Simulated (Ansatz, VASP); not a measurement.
## Two plane-wave programs on LiF

File INCAR:

```
PREC = Accurate
ENCUT = 520
EDIFF = 1E-7
ISMEAR = 0
SIGMA = 0.05
LREAL = F
LASPH = T
NELM = 80
ALGO = Normal
ISIF = 2
LWAVE = F
LCHARG = T
GGA = PE
LELF = T
LVHAR = T
NBANDS = 12
```

The input KPOINTS:

```
regular mesh
0
Gamma
  10 10 10
```

Contents of POSCAR:

```
LiF
1.0
    0.0000000000      2.0140000000      1.9334400000
    2.0140000000      0.0000000000      1.9334400000
    2.0140000000      2.0140000000      0.0000000000
Li F
1 1
Direct
    0.0000000000      0.0000000000      0.0000000000
    0.5000000000      0.5000000000      0.5000000000
```

Input for Ansatz:

```yaml
crystal:
  lattice:
    - [0.0, 2.014, 1.93344]
    - [2.014, 0.0, 1.93344]
    - [2.014, 2.014, 0.0]
  atoms:
    - { symbol: Li, position: [0.0, 0.0, 0.0] }
    - { symbol: F, position: [0.5, 0.5, 0.5] }
basis:
  ecutwfc: 420
kpoints:
  mp_grid: { grid: [10, 10, 10] }
hamiltonian:
  xc: pbe
scf:
  occupations: { method: gaussian, width: 0.05 }
output:
  forces: true
  stress: true
  eigenvalues: true
  write_density: true
  write_potential: true
  elf: true
  volumetric_format: npy
```

Change from the starting cell: strain +0.000 along x and y, -0.040 along z, atoms carried along.

Alike in both runs: task single point; functional PBE; k mesh 10 × 10 × 10; occupations gaussian, width 0.05 eV; no spin polarisation.

|  | VASP | Ansatz |
| --- | --- | --- |
| version | VASP 6.6.1 | Ansatz 0.2.0 |
| potentials or method | VASP PAW PBE potentials, release 64 (Li_sv, F), cutoff 520 eV | scalar-relativistic, plane waves, PAW |
| valence electrons in the cell | 10 | 10 |

|  | VASP | Ansatz | Ansatz less VASP |
| --- | --- | --- | --- |
| gap on the k mesh at the Fermi level (eV) | 9.42 | 9.42 | -0.003 |
| least direct gap on the mesh (eV) | 9.42 | 9.42 | -0.003 |

Noted on VASP's run: the cutoff is short for stress, so the pressure is rough.
